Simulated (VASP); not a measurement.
# Cd (P6_3/mmc) in VASP: single point with PBEsol

Aim: the single point of Cd with PBEsol.

All numbers are computed with VASP 6.6.1; they aren't measurements. Logs are shortened: lines on timing, memory, paths and dates and some standing lists are left out, and cuts for length are marked.

## (1) The cell of the first run

The structure is hexagonal, space group P6_3/mmc (No. 194). Conventional cell: a = 2.909 Å, b = 2.909 Å, c = 5.876 Å, α = 90.00°, β = 90.00°, γ = 120.00°. Within 3.8 Å of Cd (site symmetry -6m2) lie 12 Cd at 2.91 to 3.38 Å.

## (2) Single point, PBEsol

Input file INCAR:

```
SYSTEM = Cd
ALGO = Normal
EDIFF = 1E-6
ENCUT = 630
GGA = PS
GGA_COMPAT = .False.
ISIF = 2
ISMEAR = 0
LASPH = .True.
LCHARG = .False.
LREAL = .False.
LWAVE = .False.
NBANDS = 27
NELM = 120
PREC = Accurate
SIGMA = 0.02
```

Input file KPOINTS:

```
k-points
0
Gamma
  9 9 4
  0 0 0
```

Input file POSCAR:

```
Cd
1.0
    2.9085159395      0.0000000000      0.0000000000
   -1.4542579697      2.5188486909      0.0000000000
    0.0000000000      0.0000000000      5.8758792966
Cd
2
Direct
    0.3333333333      0.6666666667      0.2500000000
    0.6666666667      0.3333333333      0.7500000000
```

Potentials or basis: VASP PAW PBE potentials, release 64 (Cd_sv_GW).

Started as:

```console
> cat potpaw_PBE.64/Cd_sv_GW/POTCAR > POTCAR
> mpirun -np 1 vasp_std > vasp.out
```

OUTCAR:

```text
SYSTEM = Cd
   EDIFF = 1E-6
   ENCUT = 630
   GGA = PS
   ISIF = 2
   ISMEAR = 0
   LASPH = .True.
   LREAL = .False.
   NELM = 120
   PREC = Accurate

 ion  position               nearest neighbor table
   1  0.333  0.667  0.250-
   2  0.667  0.333  0.750-

  LATTYP: Found a hexagonal cell.
 ALAT       =     2.9085159395
 C/A-ratio  =     2.0202327987

  Lattice vectors:

 A1 = (   2.9085159395,   0.0000000000,   0.0000000000)
 A2 = (  -1.4542579697,   2.5188486909,   0.0000000000)
 A3 = (   0.0000000000,   0.0000000000,   5.8758792966)

Analysis of symmetry for initial positions (statically):
=====================================================================
 Subroutine PRICEL returns:
 Original cell was already a primitive cell.

 Routine SETGRP: Setting up the symmetry group for a
 hexagonal supercell.

 Subroutine GETGRP returns: Found 24 space group operations
 (whereof 12 operations were pure point group operations)
 out of a pool of 24 trial point group operations.

The static configuration has the point symmetry D_3d.
 The point group associated with its full space group is D_6h.

Analysis of symmetry for dynamics (positions and initial velocities):
=====================================================================
 Subroutine PRICEL returns:
 Original cell was already a primitive cell.

 Routine SETGRP: Setting up the symmetry group for a
 hexagonal supercell.

 Subroutine GETGRP returns: Found 24 space group operations
 (whereof 12 operations were pure point group operations)
 out of a pool of 24 trial point group operations.

The dynamic configuration has the point symmetry D_3d.
 The point group associated with its full space group is D_6h.

 Subroutine INISYM returns: Found 24 space group operations
 (whereof 12 operations are pure point group operations),
 and found     1 'primitive' translations

----------------------------------------------------------------------------------------

                                     Primitive cell

  volume of cell :      43.0473

  direct lattice vectors                    reciprocal lattice vectors
     2.908515939  0.000000000  0.000000000     0.343817954  0.198503388  0.000000000
    -1.454257970  2.518848691  0.000000000     0.000000000  0.397006777  0.000000000
     0.000000000  0.000000000  5.875879297     0.000000000  0.000000000  0.170187294

  length of vectors
     2.908515939  2.908515939  5.875879297     0.397006777  0.397006777  0.170187294

  position of ions in fractional coordinates (direct lattice)
     0.333333333  0.666666667  0.250000000
     0.666666667  0.333333333  0.750000000

  ion indices of the primitive-cell ions
   primitive index   ion index
                 1           1
                 2           2

----------------------------------------------------------------------------------------

 KPOINTS: k-points

Automatic generation of k-mesh.
 Grid dimensions read from file:
 generate k-points for:    9    9    4

 Generating k-lattice:

  Cartesian coordinates                     Fractional coordinates (reciprocal lattice)
     0.038201995  0.022055932  0.000000000     0.111111111  0.000000000  0.000000000
     0.000000000  0.044111864  0.000000000     0.000000000  0.111111111  0.000000000
     0.000000000  0.000000000  0.042546824     0.000000000  0.000000000  0.250000000

  Length of vectors
     0.044111864  0.044111864  0.042546824

  Shift w.r.t. Gamma in fractional coordinates (k-lattice)
     0.000000000  0.000000000  0.000000000

 Subroutine IBZKPT returns following result:
 ===========================================

 Found     36 irreducible k-points:

 Following reciprocal coordinates:
            Coordinates               Weight
  0.000000  0.000000  0.000000      1.000000
  0.111111  0.000000  0.000000      6.000000
  0.222222  0.000000  0.000000      6.000000
  0.333333  0.000000  0.000000      6.000000
  0.444444  0.000000  0.000000      6.000000
  0.111111  0.111111  0.000000      6.000000
[... 16 lines left out ...]
  0.333333  0.222222  0.250000     24.000000
  0.333333  0.333333  0.250000      4.000000
 [... further k-points ...]
   k-points           NKPTS =     36   k-points in BZ     NKDIM =     36   number of bands    NBANDS=     27
   number of dos      NEDOS =    301   number of ions     NIONS =      2
   total plane-waves  NPLWV =  27648
   dimension x,y,z NGX =    24 NGY =   24 NGZ =   48
   dimension x,y,z NGXF=    48 NGYF=   48 NGZF=   96
   ions per type =               2
   NGX,Y,Z   is equivalent  to a cutoff of  13.72, 13.72, 13.58 a.u.
   NGXF,Y,Z  is equivalent  to a cutoff of  27.44, 27.44, 27.16 a.u.
 SYSTEM =  Cd
   PREC   = accura    normal or accurate (medium, high low for compatibility)
   ISTART =      0    job   : 0-new  1-cont  2-samecut
   ICHARG =      2    charge: 1-file 2-atom 10-const
   ISPIN  =      1    spin polarized calculation?
   LNONCOLLINEAR =      F non collinear calculations
   LSORBIT =      F    spin-orbit coupling
   LASPH  =      T    aspherical Exc in radial PAW
   ENCUT  =  630.0 eV  46.30 Ry    6.80 a.u.   5.95  5.95 12.03*2*pi/ulx,y,z
   NELM   =    120;   NELMIN=  2; NELMDL= -5     # of ELM steps
   EDIFF  = 0.1E-05   stopping-criterion for ELM
   LREAL  =      F    real-space projection
   EDIFFG = 0.1E-04   stopping-criterion for IOM
   NSW    =      0    number of steps for IOM
   IBRION =     -1    ionic relax: 0-MD 1-quasi-New 2-CG
   NFREE  =      0    steps in history (QN), initial steepest desc. (CG)
   ISIF   =      2    stress and relaxation
   ISYM   =      2    0-nonsym 1-usesym 2-fastsym
   POTIM  = 0.5000    time-step for ionic-motion
   TEBEG  =    0.0;   TEEND  =   0.0 temperature during run
   PSTRESS=    0.0 pullay stress
   NELECT =      40.0000    total number of electrons
   NUPDOWN=      -1.0000    fix difference up-down
   EMIN   =  10.00;   EMAX   =-10.00  energy-range for DOS
   EFERMI =   0.00;   METHOD = LEGACY
   ISMEAR =     0;   SIGMA  =   0.02  broadening in eV -4-tet -1-fermi 0-gaus
   EFERMI_NEDOS =   21; number of points for ismear=-14 and -15
   IALGO  =     38    algorithm
   IMIX   =      4    mixing-type and parameters
     AMIX     =   0.40;   BMIX     =  1.00
     AMIX_MAG =   1.60;   BMIX_MAG =  1.00
  volume/ion in A,a.u.               =      21.52       145.25
  Fermi-wavevector in a.u.,A,eV,Ry     =   1.597519  3.018873 34.722979  2.552067
  Thomas-Fermi vector in A             =   2.695113
   LORBIT       =      0    0 simple, 1 ext, 2 COOP (PROOUT), +10 PAW based schemes
   GGA     = PS    functional components
   LHFCALC =     F    Hartree Fock is set to
   AEXX    =    0.0000 exact exchange contribution
   IVDW    =     0    specifies the selected vdW correction
   LEPSILON=     F    determine dielectric tensor
   LRPA    =     F    only Hartree local field effects (RPA)
 non-spin polarized calculation
 Gauss-broadening in eV      SIGMA  =   0.02
  energy-cutoff  :      630.00
  volume of cell :       43.05
 maximum number of plane-waves:      1563
 NGX is ok and might be reduce to    24
   NGX = 11   NGY = 11   NGZ = 25

 number of electron      39.9999994 magnetization

 Free energy of the ion-electron system (eV)
  ---------------------------------------------------
  ext. energy  EPLUGINS =         0.00000000
  ---------------------------------------------------
  free energy    TOTEN  =        -2.50584402 eV

  energy without entropy =       -2.50512484  energy(sigma->0) =       -2.50548443

 E-fermi :   6.6668     XC(G=0): -11.4807

 val. band max:        6.0643896553   @ k =   0.1111   0.0000   0.2500
 cond. band min:       6.6745401015   @ k =   0.3333   0.2222   0.2500
 fundamental gap:      0.6101504462
 Fermi energy:         6.6667823698

 k-point     1 :       0.0000    0.0000    0.0000
  band No.  band energies     occupation
      1     -96.6442      2.00000
      2     -96.6435      2.00000
      3     -57.7172      2.00000
      4     -57.7036      2.00000
      5     -57.6778      2.00000
      6     -57.6778      2.00000
[... 19 lines left out ...]
     26      22.2461      0.00000
     27      22.2587      0.00000

 k-point     2 :       0.1111    0.0000    0.0000
  band No.  band energies     occupation
      1     -96.6434      2.00000
      2     -96.6428      2.00000
      3     -57.7160      2.00000
      4     -57.7030      2.00000
      5     -57.6861      2.00000
      6     -57.6849      2.00000
[... 19 lines left out ...]
     26      20.5302      0.00000
     27      22.3145      0.00000

 k-point     3 :       0.2222    0.0000    0.0000
  band No.  band energies     occupation
      1     -96.6416      2.00000
      2     -96.6411      2.00000
      3     -57.7126      2.00000
      4     -57.7072      2.00000
      5     -57.7061      2.00000
      6     -57.7018      2.00000
[... 19 lines left out ...]
     26      18.8662      0.00000
     27      20.1694      0.00000

 k-point     4 :       0.3333    0.0000    0.0000
  band No.  band energies     occupation
      1     -96.6395      2.00000
      2     -96.6391      2.00000
      3     -57.7311      2.00000
      4     -57.7299      2.00000
      5     -57.7085      2.00000
      6     -57.7007      2.00000
[... 19 lines left out ...]
     26      19.0884      0.00000
     27      20.0985      0.00000

 k-point     5 :       0.4444    0.0000    0.0000
  band No.  band energies     occupation
      1     -96.6381      2.00000
      2     -96.6379      2.00000
      3     -57.7467      2.00000
      4     -57.7454      2.00000
      5     -57.7053      2.00000
      6     -57.7004      2.00000
[... 19 lines left out ...]
     26      19.4011      0.00000
     27      19.9674      0.00000

 k-point     6 :       0.1111    0.1111    0.0000
  band No.  band energies     occupation
      1     -96.6422      2.00000
      2     -96.6416      2.00000
      3     -57.7137      2.00000
      4     -57.7022      2.00000
      5     -57.6999      2.00000
      6     -57.6991      2.00000
[... 444 lines left out ...]
      1     -96.6377      2.00000
      2     -96.6376      2.00000
      3     -57.7461      2.00000
      4     -57.7452      2.00000
      5     -57.7039      2.00000
      6     -57.7013      2.00000
[... 19 lines left out ...]
     26      15.9005      0.00000
     27      19.5922      0.00000

 k-point    22 :       0.2222    0.2222    0.2500
  band No.  band energies     occupation
      1     -96.6385      2.00000
      2     -96.6383      2.00000
      3     -57.7322      2.00000
      4     -57.7321      2.00000
      5     -57.7057      2.00000
      6     -57.7035      2.00000
[... 19 lines left out ...]
     26      15.6408      0.00000
     27      18.0803      0.00000

 k-point    23 :       0.3333    0.2222    0.2500
  band No.  band energies     occupation
      1     -96.6375      2.00000
      2     -96.6374      2.00000
      3     -57.7381      2.00000
      4     -57.7373      2.00000
      5     -57.7127      2.00000
      6     -57.7117      2.00000
[... 19 lines left out ...]
     26      14.4825      0.00000
     27      17.1642      0.00000

 k-point    24 :       0.3333    0.3333    0.2500
  band No.  band energies     occupation
      1     -96.6371      2.00000
      2     -96.6371      2.00000
      3     -57.7284      2.00000
      4     -57.7277      2.00000
      5     -57.7277      2.00000
      6     -57.7266      2.00000
[... 19 lines left out ...]
     26      13.9041      0.00000
     27      15.2589      0.00000

 [... further k-points ...]

------------------------ aborting loop because EDIFF is reached ----------------------------------------

  FORCE on cell =-STRESS in cart. coord.  units (eV):
  Direction    XX          YY          ZZ          XY          YZ          ZX
  --------------------------------------------------------------------------------------
  -------------------------------------------------------------------------------------
  Total       -0.0685246     -0.0685246     -0.0614417     -0.0000000      0.0000000      0.0000000
  in kB       -2.5504126     -2.5504126     -2.2867977     -0.0000000      0.0000000      0.0000000
  external PRESSURE =      -2.4625409 kB  Pullay stress =       0.0000000 kB

 VOLUME and BASIS-vectors are now :
 -----------------------------------------------------------------------------
  energy-cutoff  :      630.00
  volume of cell :       43.05
      direct lattice vectors                 reciprocal lattice vectors
     2.908515939  0.000000000  0.000000000     0.343817954  0.198503388  0.000000000
    -1.454257970  2.518848691  0.000000000     0.000000000  0.397006777  0.000000000
     0.000000000  0.000000000  5.875879297     0.000000000  0.000000000  0.170187294

 POSITION                                       TOTAL-FORCE (eV/Angst)
 -----------------------------------------------------------------------------------
     -0.00000      1.67923      1.46897         0.000000      0.000000      0.000000
      1.45426      0.83962      4.40691        -0.000000     -0.000000      0.000000
 -----------------------------------------------------------------------------------
    total drift:                               -0.000001      0.000000     -0.000000

  FREE ENERGIE OF THE ION-ELECTRON SYSTEM (eV)
  ---------------------------------------------------
  free  energy   TOTEN  =        -2.5058440169 eV

  energy  without entropy=       -2.5051248377  energy(sigma->0) =       -2.50548443
```

Run time: 17 s. Hardware: 1 thread of Intel Xeon 6975P-C (Granite Rapids), shared host; peak memory 0.2 GiB.

Results:

```yaml
Free_energy: -2.5058 eV
Pressure: -0.2 GPa
Band_gap_on_the_k_mesh: zero (bands 20 and 21 overlap by 4.64 eV)
```

Caveat: the PAW data sets were made with another functional, which shifts forces and pressure a little.

The gap in the log of VASP goes by the Fermi energy; the results here count the filled bands.